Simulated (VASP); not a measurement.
# Na (P6_3/mmc) in VASP: notebook, part 2 of 4

VASP 6.6.1. Earlier steps stand in the parts before.

## (3) Single point, r2SCAN

This run uses another cell than the first one, of 34.94 Å³/atom, 0.887 times its volume.

Input file POSCAR:

```
Na
1.0
    3.6248439025      0.0000000000      0.0000000000
   -1.8124219512      3.1392069043      0.0000000000
    0.0000000000      0.0000000000     12.2813860211
Na
4
Direct
    0.6666666667      0.3333333333      0.7500000000
    0.0000000000      0.0000000000      0.5000000000
    0.3333333333      0.6666666667      0.2500000000
    0.0000000000      0.0000000000      0.0000000000
```

Input file INCAR.step1:

```
PREC = Accurate
ENCUT = 520
ISMEAR = -1
SIGMA = 0.05
LREAL = F
LASPH = T
NELM = 60
NBANDS = 22
GGA = PE
ALGO = Normal
EDIFF = 1E-4
LWAVE = T
LCHARG = F
```

Input file INCAR.step2:

```
PREC = Accurate
ENCUT = 520
EDIFF = 1E-7
ISMEAR = -1
SIGMA = 0.05
LREAL = F
LASPH = T
NELM = 60
ALGO = Normal
ISIF = 2
LWAVE = F
LCHARG = F
METAGGA = R2SCAN
LMIXTAU = T
NBANDS = 22
ISTART = 1
```

Input file KPOINTS:

```
regular mesh
0
Gamma
  8 8 3
```

Potentials or basis: VASP PAW PBE potentials, release 64 (Na_pv).

The run is started by

```bash
$ cat potpaw_PBE.64/Na_pv/POTCAR > POTCAR
$ cp INCAR.step1 INCAR
$ mpirun -np 1 vasp_std > vasp.out
$ cp INCAR.step2 INCAR
$ mpirun -np 1 vasp_std > vasp.out
```

OUTCAR:

```text
PREC = Accurate
   ENCUT = 520
   EDIFF = 1E-7
   ISMEAR = -1
   LREAL = F
   LASPH = T
   NELM = 60
   ISIF = 2
   METAGGA = R2SCAN
   ISTART = 1

 ion  position               nearest neighbor table
   1  0.667  0.333  0.750-
   2  0.000  0.000  0.500-
   3  0.333  0.667  0.250-
   4  0.000  0.000  0.000-

  LATTYP: Found a hexagonal cell.
 ALAT       =     3.6248439025
 C/A-ratio  =     3.3881144544

  Lattice vectors:

 A1 = (   3.6248439025,   0.0000000000,   0.0000000000)
 A2 = (  -1.8124219512,   3.1392069043,   0.0000000000)
 A3 = (   0.0000000000,   0.0000000000,  12.2813860211)

Analysis of symmetry for initial positions (statically):
=====================================================================
 Subroutine PRICEL returns:
 Original cell was already a primitive cell.

 Routine SETGRP: Setting up the symmetry group for a
 hexagonal supercell.

 Subroutine GETGRP returns: Found 24 space group operations
 (whereof 12 operations were pure point group operations)
 out of a pool of 24 trial point group operations.

The static configuration has the point symmetry D_3d.
 The point group associated with its full space group is D_6h.

Analysis of symmetry for dynamics (positions and initial velocities):
=====================================================================
 Subroutine PRICEL returns:
 Original cell was already a primitive cell.

 Routine SETGRP: Setting up the symmetry group for a
 hexagonal supercell.

 Subroutine GETGRP returns: Found 24 space group operations
 (whereof 12 operations were pure point group operations)
 out of a pool of 24 trial point group operations.

The dynamic configuration has the point symmetry D_3d.
 The point group associated with its full space group is D_6h.

 Subroutine INISYM returns: Found 24 space group operations
 (whereof 12 operations are pure point group operations),
 and found     1 'primitive' translations

----------------------------------------------------------------------------------------

                                     Primitive cell

  volume of cell :     139.7515

  direct lattice vectors                    reciprocal lattice vectors
     3.624843902  0.000000000  0.000000000     0.275873948  0.159275898  0.000000000
    -1.812421951  3.139206904  0.000000000     0.000000000  0.318551797  0.000000000
     0.000000000  0.000000000 12.281386021     0.000000000  0.000000000  0.081424035

  length of vectors
     3.624843902  3.624843902 12.281386021     0.318551797  0.318551797  0.081424035

  position of ions in fractional coordinates (direct lattice)
     0.666666667  0.333333333  0.750000000
     0.000000000  0.000000000  0.500000000
     0.333333333  0.666666667  0.250000000
     0.000000000  0.000000000  0.000000000

  ion indices of the primitive-cell ions
   primitive index   ion index
                 1           1
                 2           2
                 3           3
                 4           4

----------------------------------------------------------------------------------------

 KPOINTS: regular mesh

Automatic generation of k-mesh.
 Grid dimensions read from file:
 generate k-points for:    8    8    3

 Generating k-lattice:

  Cartesian coordinates                     Fractional coordinates (reciprocal lattice)
     0.034484244  0.019909487  0.000000000     0.125000000  0.000000000  0.000000000
     0.000000000  0.039818975  0.000000000     0.000000000  0.125000000  0.000000000
     0.000000000  0.000000000  0.027141345     0.000000000  0.000000000  0.333333333

  Length of vectors
     0.039818975  0.039818975  0.027141345

  Shift w.r.t. Gamma in fractional coordinates (k-lattice)
     0.000000000  0.000000000  0.000000000

 Subroutine IBZKPT returns following result:
 ===========================================

 Found     20 irreducible k-points:

 Following reciprocal coordinates:
            Coordinates               Weight
  0.000000  0.000000  0.000000      1.000000
  0.125000  0.000000  0.000000      6.000000
  0.250000  0.000000  0.000000      6.000000
  0.375000 -0.000000  0.000000      6.000000
  0.500000  0.000000  0.000000      3.000000
  0.125000  0.125000  0.000000      6.000000
[... 12 lines left out ...]
  0.250000  0.250000  0.333333     12.000000
  0.375000  0.250000  0.333333     12.000000
   k-points           NKPTS =     20   k-points in BZ     NKDIM =     20   number of bands    NBANDS=     22
   number of dos      NEDOS =    301   number of ions     NIONS =      4
   total plane-waves  NPLWV =  75264
   dimension x,y,z NGX =    28 NGY =   28 NGZ =   96
   dimension x,y,z NGXF=    56 NGYF=   56 NGZF=  192
   ions per type =               4
   NGX,Y,Z   is equivalent  to a cutoff of  12.84, 12.84, 12.99 a.u.
   NGXF,Y,Z  is equivalent  to a cutoff of  25.68, 25.68, 25.99 a.u.
 SYSTEM =  unknown system
   PREC   = accura    normal or accurate (medium, high low for compatibility)
   ISTART =      1    job   : 0-new  1-cont  2-samecut
   ICHARG =      0    charge: 1-file 2-atom 10-const
   ISPIN  =      1    spin polarized calculation?
   LNONCOLLINEAR =      F non collinear calculations
   LSORBIT =      F    spin-orbit coupling
   LASPH  =      T    aspherical Exc in radial PAW
   ENCUT  =  520.0 eV  38.22 Ry    6.18 a.u.   6.74  6.74 22.84*2*pi/ulx,y,z
   NELM   =     60;   NELMIN=  2; NELMDL=  0     # of ELM steps
   EDIFF  = 0.1E-06   stopping-criterion for ELM
   LREAL  =      F    real-space projection
   EDIFFG = 0.1E-05   stopping-criterion for IOM
   NSW    =      0    number of steps for IOM
   IBRION =     -1    ionic relax: 0-MD 1-quasi-New 2-CG
   NFREE  =      0    steps in history (QN), initial steepest desc. (CG)
   ISIF   =      2    stress and relaxation
   ISYM   =      2    0-nonsym 1-usesym 2-fastsym
   POTIM  = 0.5000    time-step for ionic-motion
   TEBEG  =    0.0;   TEEND  =   0.0 temperature during run
   PSTRESS=    0.0 pullay stress
   NELECT =      28.0000    total number of electrons
   NUPDOWN=      -1.0000    fix difference up-down
   EMIN   =  10.00;   EMAX   =-10.00  energy-range for DOS
   EFERMI =   0.00;   METHOD = LEGACY
   ISMEAR =    -1;   SIGMA  =   0.05  broadening in eV -4-tet -1-fermi 0-gaus
   EFERMI_NEDOS =   21; number of points for ismear=-14 and -15
   IALGO  =     38    algorithm
   IMIX   =      4    mixing-type and parameters
     AMIX     =   0.40;   BMIX     =  1.00
     AMIX_MAG =   1.60;   BMIX_MAG =  1.00
  volume/ion in A,a.u.               =      34.94       235.77
  Fermi-wavevector in a.u.,A,eV,Ry     =   0.957948  1.810259 12.485583  0.917664
  Thomas-Fermi vector in A             =   2.087012
   LORBIT       =      0    0 simple, 1 ext, 2 COOP (PROOUT), +10 PAW based schemes
   METAGGA = R2SCAN    functional components
   LHFCALC =     F    Hartree Fock is set to
   AEXX    =    0.0000 exact exchange contribution
   IVDW    =     0    specifies the selected vdW correction
   LEPSILON=     F    determine dielectric tensor
   LRPA    =     F    only Hartree local field effects (RPA)
 non-spin polarized calculation
  energy-cutoff  :      520.00
  volume of cell :      139.75
 maximum number of plane-waves:      3782
 NGX is ok and might be reduce to    28
   NGX = 13   NGY = 13   NGZ = 45

 number of electron      28.0000003 magnetization

 Free energy of the ion-electron system (eV)
  ---------------------------------------------------
  ext. energy  EPLUGINS =         0.00000000
  ---------------------------------------------------
  free energy    TOTEN  =       -14.17843060 eV

  energy without entropy =      -14.16181764  energy(sigma->0) =      -14.17012412

 E-fermi :   0.5144     XC(G=0):  -7.0906

 val. band max:        0.4235244383   @ k =   0.2500   0.2500   0.3333
 cond. band min:       0.5662350761   @ k =   0.2500   0.1250   0.3333
 fundamental gap:      0.1427106378
 Fermi energy:         0.5144312825

 k-point     1 :       0.0000    0.0000    0.0000
  band No.  band energies     occupation
      1     -25.4781      2.00000
      2     -25.4582      2.00000
      3     -25.4582      2.00000
      4     -25.4437      2.00000
      5     -25.4435      2.00000
      6     -25.4416      2.00000
[... 474 lines left out ...]
      6     -25.4646      2.00000
[... 14 lines left out ...]
     21       4.8079      0.00000
     22       4.9404      0.00000

------------------------ aborting loop because EDIFF is reached ----------------------------------------

  FORCE on cell =-STRESS in cart. coord.  units (eV):
  Direction    XX          YY          ZZ          XY          YZ          ZX
  --------------------------------------------------------------------------------------
  -------------------------------------------------------------------------------------
  Total        0.9899089      0.9899089      0.0090192      0.0000000     -0.0000000      0.0000000
  in kB       11.3487805     11.3487805      0.1034009      0.0000000     -0.0000000      0.0000000
  external PRESSURE =       7.6003206 kB  Pullay stress =       0.0000000 kB

 VOLUME and BASIS-vectors are now :
 -----------------------------------------------------------------------------
  energy-cutoff  :      520.00
  volume of cell :      139.75
      direct lattice vectors                 reciprocal lattice vectors
     3.624843902  0.000000000  0.000000000     0.275873948  0.159275898  0.000000000
    -1.812421951  3.139206904  0.000000000     0.000000000  0.318551797  0.000000000
     0.000000000  0.000000000 12.281386021     0.000000000  0.000000000  0.081424035

 POSITION                                       TOTAL-FORCE (eV/Angst)
 -----------------------------------------------------------------------------------
      1.81242      1.04640      9.21104         0.000000      0.000000     -0.000000
      0.00000      0.00000      6.14069        -0.000000      0.000000      0.000000
     -0.00000      2.09280      3.07035        -0.000000      0.000000      0.000000
      0.00000      0.00000      0.00000        -0.000000      0.000000      0.000000
 -----------------------------------------------------------------------------------
    total drift:                                0.000000     -0.000000      0.000000

  FREE ENERGIE OF THE ION-ELECTRON SYSTEM (eV)
  ---------------------------------------------------
  free  energy   TOTEN  =       -14.1784306003 eV

  energy  without entropy=      -14.1618176425  energy(sigma->0) =      -14.17012412
```

Run time: 2.2 min. Hardware: 1 thread of Intel Xeon 6975P-C (Granite Rapids), shared host; peak memory 0.29 GiB.

What came out:

```
Free energy            : -14.1784 eV
Pressure               : 0.8 GPa
Band gap on the k mesh : zero (band 14 reaches 1.77 eV, above the bottom of band 15 at -2.01 eV)
```

Stress tensor (GPa, compression positive):
```
1.13 0.00 0.00
0.00 1.13 0.00
0.00 0.00 0.01
```

Caveat: the PAW data sets were made with another functional, which shifts forces and pressure a little.

[end of part 2 of 4]
